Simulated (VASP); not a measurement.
Here is a VASP 6.6.1 calculation.

POSCAR

```
Ca2TeSe
1.0
    4.3667779952      0.0000000000      0.0000000000
    0.0000000000      4.3667779952      0.0000000000
    0.0000000000      0.0000000000      6.1748506438
Se Ca Te
1 2 1
Direct
    0.0000000000      0.0000000000      0.0000000000
    0.0000000000      0.0000000000      0.5000000000
    0.5000000000      0.5000000000      0.0000000000
    0.5000000000      0.5000000000      0.5000000000
```

The input INCAR.step1:

```
SYSTEM = Ca2TeSe
ALGO = Normal
EDIFF = 1E-4
ENCUT = 520
GGA = PE
ISMEAR = 0
LASPH = .True.
LCHARG = .False.
LREAL = .False.
LWAVE = .True.
NBANDS = 24
NELM = 80
PREC = Accurate
SIGMA = 0.01
```

File INCAR.step2:

```
SYSTEM = Ca2TeSe
ALGO = Normal
EDIFF = 1E-7
ENCUT = 520
ISIF = 2
ISMEAR = 0
ISTART = 1
LASPH = .True.
LCHARG = .False.
LMIXTAU = .True.
LREAL = .False.
LWAVE = .False.
METAGGA = R2SCAN
NBANDS = 24
NELM = 80
PREC = Accurate
SIGMA = 0.01
```

Contents of KPOINTS:

```
k-points
0
Gamma
  6 6 4
  0 0 0
```

Potentials or basis: VASP PAW PBE potentials, release 64 (Se, Ca_sv, Te).

The run is started by

```bash
$ cat potpaw_PBE.64/Se/POTCAR potpaw_PBE.64/Ca_sv/POTCAR potpaw_PBE.64/Te/POTCAR > POTCAR
$ cp INCAR.step1 INCAR
$ mpirun -np 1 vasp_std > vasp.out
$ cp INCAR.step2 INCAR
$ mpirun -np 1 vasp_std > vasp.out
```

Predict the band gap on the k mesh.

2.15 eV.

What does it give for the pressure?

0.2 GPa.

Caveat: the PAW data sets were made with another functional, which shifts forces and pressure a little; spin-orbit coupling is left out, which moves the levels of the heavy elements. A k mesh can miss the band edges.
